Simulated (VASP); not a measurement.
Wanted: the native input for a VASP 6.6.1 run.

- Task: relaxation of cell and atoms
- Functional: PBE
- Potentials or basis: VASP PAW PBE potentials, release 64 (Ta_sv_GW, F)
- Cutoff: 700 eV
- k mesh: 7 × 7 × 7
- Occupations: fermi-dirac, width 0.05 eV
- Spin: no spin polarisation
- Hubbard terms: Ta d U = 6.0 eV
- Dipole correction: no
- Further INCAR settings: ALGO = Normal; EDIFF = 1e-07; IBRION = 2; EDIFFG = -0.01; NSW = 60; ISIF = 3

The structure of TaF3 lies in POSCAR:

```
TaF3
1.0
    3.9012000000      0.0000000000      0.0000000000
    0.0000000000      3.9012000000      0.0000000000
    0.0000000000      0.0000000000      3.9012000000
Ta F
1 3
Direct
    0.0000000000      0.0000000000      0.0000000000
    0.0000000000      0.0000000000      0.5000000000
    0.0000000000      0.5000000000      0.0000000000
    0.5000000000      0.0000000000      0.0000000000
```

These files were run (other wordings do the same):

INCAR

```
SYSTEM = TaF3
ALGO = Normal
EDIFF = 1E-7
EDIFFG = -0.01
ENCUT = 700
GGA = PE
GGA_COMPAT = .False.
IBRION = 2
ISIF = 3
ISMEAR = -1
LASPH = .True.
LCHARG = .False.
LDAU = .True.
LDAUJ = 0 0
LDAUL = 2 -1
LDAUPRINT = 1
LDAUTYPE = 2
LDAUU = 6 0
LMAXMIX = 4
LREAL = .False.
LWAVE = .False.
NELM = 200
NELMIN = 4
NSW = 60
PREC = Accurate
SIGMA = 0.05
```

KPOINTS

```
k-points
0
Gamma
  7 7 7
  0 0 0
```

Potentials or basis: VASP PAW PBE potentials, release 64 (Ta_sv_GW, F).

Command:

```console
$ cat potpaw_PBE.64/Ta_sv_GW/POTCAR potpaw_PBE.64/F/POTCAR > POTCAR
$ mpirun -np 1 vasp_std > vasp.out
```

Results of the run:

```yaml
Relaxed_volume: 18.37 Å³/atom
Relaxed_cell: a = 4.188 Å, b = 4.188 Å, c = 4.188 Å, α = 90.00°, β = 90.00°, γ = 90.00°
Space_group_after_relaxing_to_0.1_Å: Pm-3m (No. 221)
Energy_gained_by_relaxing: 299.1 meV/atom
Ionic_steps: 4
Pressure_after_relaxing: -0.1 GPa
Band_gap_on_the_k_mesh: zero (bands 17 and 18 overlap by 1.88 eV)
```

Caveat: the volume moved by over 15 % at a fixed basis, so the end points are rough; spin-orbit coupling is left out, which moves the levels of the heavy elements; U without spin polarisation on a metal has little footing.

Run time: 3.3 min on 1 thread of AMD EPYC 9R14 (Zen 4), with other jobs on the host, peak memory 0.2 GiB.
